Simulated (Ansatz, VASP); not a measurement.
# One calculation of FePt4, two programs

Contents of INCAR:

```
SYSTEM = FePt4
  PREC = Accurate
  ENCUT = 600
  EDIFF = 1E-7
  ISMEAR = 0
  SIGMA = 0.1
  LREAL = .FALSE.
  LASPH = .TRUE.
  NELM = 150
  ALGO = Normal
  ISIF = 3
  LWAVE = .FALSE.
  LCHARG = .FALSE.
  ISPIN = 2
  MAGMOM = 4 0 0 0 0
  LORBIT = 11
  LMAXMIX = 4
  GGA = PE
  IBRION = 2
  NSW = 90
  EDIFFG = -0.04
```

KPOINTS

```
regular mesh
0
G
  6 6 6
  0 0 0
```

File POSCAR:

```
FePt4
1.0
    2.2043028200      1.2726548300      4.4995143000
   -2.2043028200      1.2726548300      4.4995143000
    0.0000000000     -2.5453096600      4.4995143000
Fe Pt
1 4
Direct
    0.0000000000      0.0000000000      0.0000000000
    0.6000000000      0.6000000000      0.6000000000
    0.8000000000      0.8000000000      0.8000000000
    0.2000000000      0.2000000000      0.2000000000
    0.4000000000      0.4000000000      0.4000000000
```

Input for Ansatz:

```yaml
crystal:
  lattice:
    - [2.20430282, 1.27265483, 4.4995143]
    - [-2.20430282, 1.27265483, 4.4995143]
    - [0.0, -2.54530966, 4.4995143]
  atoms:
    - { symbol: Fe, position: [0.0, 0.0, 0.0], spin: 4.0 }
    - { symbol: Pt, position: [0.6, 0.6, 0.6] }
    - { symbol: Pt, position: [0.8, 0.8, 0.8] }
    - { symbol: Pt, position: [0.2, 0.2, 0.2] }
    - { symbol: Pt, position: [0.4, 0.4, 0.4] }
basis:
  ecutwfc: 420
kpoints:
  mp_grid: { grid: [6, 6, 6] }
hamiltonian:
  xc: pbe
scf:
  occupations: { method: gaussian, width: 0.1 }
  lower_state_search: "off"
output:
  forces: true
  stress: true
  eigenvalues: true
  populations: true
magnetization:
  spin_polarized: true
relax:
  adjacent_minimum: "off"
  f_tol: 0.04
  max_steps: 70
  cell: { stress_tol: 0.4 }
```

Alike in both runs: task relaxation of cell and atoms; functional PBE; k mesh 6 × 6 × 6; occupations gaussian, width 0.1 eV; collinear spin.

|  | VASP | Ansatz |
| --- | --- | --- |
| version | VASP 6.6.1 | Ansatz 0.2.0 |
| potentials or method | VASP PAW PBE potentials, release 64 (Fe, Pt), cutoff 600 eV | scalar-relativistic, plane waves, PAW |
| valence electrons in the cell | 48 | 88 |

Ansatz gave:

```
gap on the k mesh at the Fermi level, each at its own relaxed structure (eV) : none
net moment per atom (μB)                                                     : 0.70
size of the moment on the site where the two differ most (μB)                : 3.16
relaxed volume (Å³/atom)                                                     : 15.31
relaxed cell length with the largest relative difference (Å)                 : 5.188
```

What did VASP give for the same quantities?

gap on the k mesh at the Fermi level, each at its own relaxed structure (eV): none; net moment per atom (μB): 0.70; size of the moment on the site where the two differ most (μB): 3.13; relaxed volume (Å³/atom): 15.29; relaxed cell length with the largest relative difference (Å): 5.185.

Site moments also hang on the region over which each program counts them. A gap of «none» marks a metal or a gap that the smearing closes. VASP's potentials hold 48 valence electrons a cell and Ansatz's 88, so a difference there can come from the potentials and not from the codes.

Spin-orbit coupling is off throughout.
